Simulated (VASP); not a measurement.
Input of a VASP 6.6.1 run:

The input INCAR:

```
SYSTEM = MgB2
ALGO     = Normal         ! electronic algorithm
EDIFF    = 1E-8           ! SCF threshold, eV
ENCUT    = 520            ! plane-wave cutoff, eV
GGA      = CA             ! functional
ISIF     = 2              ! what is computed and relaxed
ISMEAR   = -1             ! smearing method
LASPH    = .TRUE.         ! aspherical terms in the spheres
LCHARG   = .FALSE.        ! write CHGCAR
LEFG     = .TRUE.       
LREAL    = .FALSE.        ! projectors in reciprocal space
LWAVE    = .FALSE.        ! write WAVECAR
NBANDS   = 11             ! bands
NELM     = 100            ! most SCF steps
PREC     = Accurate       ! precision mode
SIGMA    = 0.05           ! smearing width, eV
```

The input KPOINTS:

```
k-points
0
G
  12 12 9
  0 0 0
```

File POSCAR:

```
MgB2
1.0
    3.1054317692      0.0000000000      0.0000000000
   -1.5527158846      2.6893828019      0.0000000000
    0.0000000000      0.0000000000      3.5463318058
Mg B
1 2
Direct
    0.0000000000      0.0000000000      0.0000000000
    0.3333333333      0.6666666667      0.5000000000
    0.6666666667      0.3333333333      0.5000000000
```

Potentials or basis: VASP PAW LDA potentials, release 64 (Mg, B).

The run is started by

```bash
$ cat potpaw_LDA.64/Mg/POTCAR potpaw_LDA.64/B/POTCAR > POTCAR
$ mpirun -np 1 vasp_std > vasp.out
```

(1) Predict the band gap on the k mesh.

(2) What does it give for the pressure?

Results:

(1) zero (band 4 reaches 6.84 eV, above the bottom of band 5 at 3.20 eV).

(2) -10.8 GPa.

Caveat: without QUAD_EFG the Cq values of the log hold for a quadrupole moment of 1 mb, not for the nuclei.
